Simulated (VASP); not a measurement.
Write the native input for VASP 6.6.1 that does the following.

* Task: single point
* Functional: PBEsol
* Potentials or basis: VASP PAW PBE potentials, release 64 (Te, Mo_sv)
* Cutoff: 520 eV
* k mesh: 6 × 10 × 1
* Occupations: gaussian, width 0.1 eV
* Spin: no spin polarisation
* Dipole correction: no
* Further INCAR settings: ALGO = Normal; EDIFF = 1e-06; NBANDS = 35

The structure of Te2Mo lies in POSCAR:

```
Te2Mo
1.0
    6.3196143014      0.0000000000      0.0054477959
    0.0000000000      3.3724283985      0.0000000000
   -0.0541958161      0.0000000000     36.1723071095
Te Mo
4 2
Direct
    0.0770064988      0.7500000000      0.4431819432
    0.9229935012      0.2500000000      0.5568180568
    0.5673943649      0.2500000000      0.4590847206
    0.4326056351      0.7500000000      0.5409152794
    0.8176399392      0.7500000000      0.5023481516
    0.1823600608      0.2500000000      0.4976518484
```

These files were run (other wordings do the same):

INCAR

```
ALGO = Normal ; EDIFF = 1E-6
ENCUT = 520 ; GGA = PS
ISIF = 2 ; ISMEAR = 0
LASPH = True ; LCHARG = False
LREAL = False ; LWAVE = False
NBANDS = 35 ; NELM = 100
PREC = Accurate ; SIGMA = 0.1
```

KPOINTS

```
k-points
0
Gamma
  6 10 1
```

Potentials or basis: VASP PAW PBE potentials, release 64 (Te, Mo_sv).

The run is started by

```console
$ cat potpaw_PBE.64/Te/POTCAR potpaw_PBE.64/Mo_sv/POTCAR > POTCAR
$ mpirun -np 1 vasp_std > vasp.out
```

It gave:

* Largest force: 0.030 eV/Å
* Band gap on the k mesh: zero (bands 26 and 27 overlap by 0.52 eV)

Caveat: there is no dipole correction, which matters where the two faces differ; the PAW data sets were made with another functional, which shifts forces and pressure a little; spin-orbit coupling is left out, which moves the levels of the heavy elements.

It took 15 min on 1 thread of AMD EPYC 9R45 96-Core Processor (Zen 5) (shared host), peak memory 1 GiB.
